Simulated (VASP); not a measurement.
Wanted: the native input for a VASP 6.6.1 run.

| Item | Value |
| --- | --- |
| Task | single point |
| Functional | PBE |
| Potentials or basis | VASP PAW PBE potentials, release 64 (Na_pv, F) |
| Cutoff | 520 eV |
| k mesh | 10 × 10 × 10 |
| Occupations | fermi-dirac, width 0.02 eV |
| Spin | no spin polarisation |
| Dipole correction | no |
| Further INCAR settings | ALGO = Normal; EDIFF = 1e-06; NBANDS = 14 |

The structure of NaF lies in POSCAR:

```
NaF
1.0
    0.0000000000      2.3545972863      2.2765596681
    2.3545972863      0.0000000000      2.2765596681
    2.3545972863      2.3545972863      0.0000000000
Na F
1 1
Direct
    0.0000000000      0.0000000000      0.0000000000
    0.5000000000      0.5000000000      0.5000000000
```

This cell differs from its parent crystal: epitaxial xy strain +2.5%.

One way to write it, as run:

INCAR

```
SYSTEM = NaF
  PREC = Accurate
  ENCUT = 520
  EDIFF = 1E-6
  ISMEAR = -1
  SIGMA = 0.02
  LREAL = .FALSE.
  LASPH = .TRUE.
  NELM = 80
  ALGO = Normal
  ISIF = 2
  LWAVE = .FALSE.
  LCHARG = .FALSE.
  GGA = PE
  NBANDS = 14
```

KPOINTS

```
regular mesh
0
G
  10 10 10
  0 0 0
```

Potentials or basis: VASP PAW PBE potentials, release 64 (Na_pv, F).

Launch:

```bash
$ cat potpaw_PBE.64/Na_pv/POTCAR potpaw_PBE.64/F/POTCAR > POTCAR
$ mpirun -np 1 vasp_std > vasp.out
```

It gave:

```json
{"Pressure": "1.4 GPa", "Band gap on the k mesh": "6.22 eV, direct"}
```

Caveat: the cell differs from its parent crystal (epitaxial xy strain +2.5%).

Wall time 9.3 s on 1 thread of Intel(R) Xeon(R) 6975P-C (Granite Rapids), on a shared host, peak memory 0.16 GiB.
